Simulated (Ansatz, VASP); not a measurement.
# Two plane-wave programs on Sb

```
Sb
1.0
     6.04899    0.00000    0.00000
     0.00000    6.04899    0.00000
     0.00000    0.00000    6.04899
Sb
8
Direct
  0.50000 0.50000 0.50000
  0.00000 0.00000 0.00000
  0.25000 0.00000 0.50000
  0.50000 0.25000 0.00000
  0.50000 0.75000 0.00000
  0.75000 0.00000 0.50000
  0.00000 0.50000 0.75000
  0.00000 0.50000 0.25000
```

Alike in both runs: functional r2SCAN; k mesh 6 × 6 × 6; occupations gaussian, width 0.1 eV; no spin polarisation.

Ansatz relaxed the structure, and its values are those at the end. VASP's run is a single point on that final structure, the one shown.

```csv
,VASP,Ansatz
version,VASP 6.6.1,Ansatz 0.2.0
potentials or method,"VASP PAW PBE potentials, release 64 (Sb), cutoff 520 eV","scalar-relativistic, plane waves, PAW"
valence electrons in the cell,40,120
```

Ansatz gave:

```
gap on the k mesh at the Fermi level (eV) : none
pressure (GPa)                            : 0.0
```

Task: What did VASP give for the same quantities?

Result: gap on the k mesh at the Fermi level (eV): none; pressure (GPa): -0.1.

VASP's potentials were made for PBE, not for r2SCAN. A gap of «none» marks a metal or a gap that the smearing closes. The functional is the same, so the differences come from potentials, cutoffs and numerics. VASP's potentials hold 40 valence electrons a cell and Ansatz's 120, so a difference there can come from the potentials and not from the codes.

Neither program's run includes spin-orbit coupling.
